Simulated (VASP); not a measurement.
## W: relaxation of the atoms with PBEsol

System: W, a slab with vacuum.

```xyz
3
Lattice="2.7318 0.0000 0.0000 -0.9106 2.5755 0.0000 0.0000 0.0000 18.4609" Properties=species:S:1:pos:R:3 pbc="T T T"
W     0.9106    1.2878    7.0000
W     0.0000    0.0000    9.2305
W     0.9106    1.2878   11.4609
```

```yaml
Program: VASP 6.6.1
Task: relaxation of the atoms
Functional: PBEsol
Potentials_or_basis: VASP PAW PBE potentials, release 64 (W_sv)
Cutoff: 520 eV
k_mesh: 11 × 11 × 1
Occupations: gaussian, width 0.1 eV
Spin: no spin polarisation
Dipole_correction: yes
Atoms_held_fixed_from_0: "[0]"
Further_INCAR_settings: ALGO = Normal; EDIFF = 1e-06; IBRION = 2; EDIFFG = -0.03; NSW = 70
```

The energy gained by relaxing is 16.1 meV/atom and the ionic steps are 5. The band gap on the k mesh is zero (bands 21 and 22 overlap by 1.85 eV).

Step by step:
| step | energy change (eV) | largest force on free atoms (eV/Å) | pressure (GPa) |
| --- | --- | --- | --- |
| 1 | 0.0000 | 0.6723 | -5.44 |
| 2 | -0.0176 | 0.4049 | -4.88 |
| 3 | -0.0266 | 0.6038 | -4.09 |
| 4 | -0.0394 | 0.3941 | -3.72 |
| 5 | -0.0484 | 0.0091 | -3.00 |

Final structure:
```cif
data_structure
_symmetry_space_group_name_H-M 'P 1'
_symmetry_Int_Tables_number 1
_cell_length_a 2.7318
_cell_length_b 2.7318
_cell_length_c 18.4609
_cell_angle_alpha 90.000
_cell_angle_beta 90.000
_cell_angle_gamma 109.471
_cell_volume 129.89
loop_
_atom_site_label
_atom_site_type_symbol
_atom_site_fract_x
_atom_site_fract_y
_atom_site_fract_z
_atom_site_occupancy
W1 W 0.50000 0.50000 0.37918 1
W2 W 0.00000 0.00000 0.49629 1
W3 W 0.50000 0.50000 0.61344 1
```

Levels at points of the mesh, in eV from the Fermi level:
```
           k point  band 19  band 20  band 21  band 22  band 23  band 24
(0.00, 0.00, 0.00)    -1.28    -1.06    -0.62    -0.54     0.84     1.88
```

Wall time 3.5 min on 1 thread of Intel(R) Xeon(R) 6975P-C (Granite Rapids) (shared host), peak memory 0.27 GiB.

Caveat: the PAW data sets were made with another functional, which shifts forces and pressure a little; spin-orbit coupling is left out, which moves the levels of the heavy elements.
